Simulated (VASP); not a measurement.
Here is a VASP 6.6.1 calculation.

The input INCAR:

```
ALGO = Normal ; EDIFF = 1E-6
ENCUT = 520 ; GGA = PE
ISIF = 2 ; ISMEAR = 0
LASPH = T ; LCHARG = F
LREAL = F ; LWAVE = F
NBANDS = 34 ; NELM = 80
PREC = Accurate ; SIGMA = 0.1
```

File KPOINTS:

```
k-points
0
Gamma
  6 6 6
```

Contents of POSCAR:

```
SnGe2P2
1.0
   -2.0615174200      2.0615174200      5.3367834700
    2.0615174200     -2.0615174200      5.3367834700
    2.0615174200      2.0615174200     -5.3367834700
Sn Ge P
1 2 2
Direct
    0.0000000000      0.0000000000      0.0000000000
    0.3600714800      0.3600714800      0.0000000000
    0.6399285200      0.6399285200      0.0000000000
    0.7500000000      0.2500000000      0.5000000000
    0.2500000000      0.7500000000      0.5000000000
```

Potentials or basis: VASP PAW PBE potentials, release 64 (Sn_d, Ge_d, P).

Run with:

```bash
$ cat potpaw_PBE.64/Sn_d/POTCAR potpaw_PBE.64/Ge_d/POTCAR potpaw_PBE.64/P/POTCAR > POTCAR
$ mpirun -np 1 vasp_std > vasp.out
```

(1) What does it give for the largest force?

(2) What does it give for the band gap on the k mesh?

(3) Predict the pressure.

Answers

(1) 1.377 eV/Å.

(2) zero (band 26 reaches 9.83 eV, above the bottom of band 27 at 8.12 eV).

(3) 15.2 GPa.

Caveat: spin-orbit coupling is left out, which moves the levels of the heavy elements; forces of over 1 eV/Å act on the atoms, so gaps and moduli don't describe the material at rest.
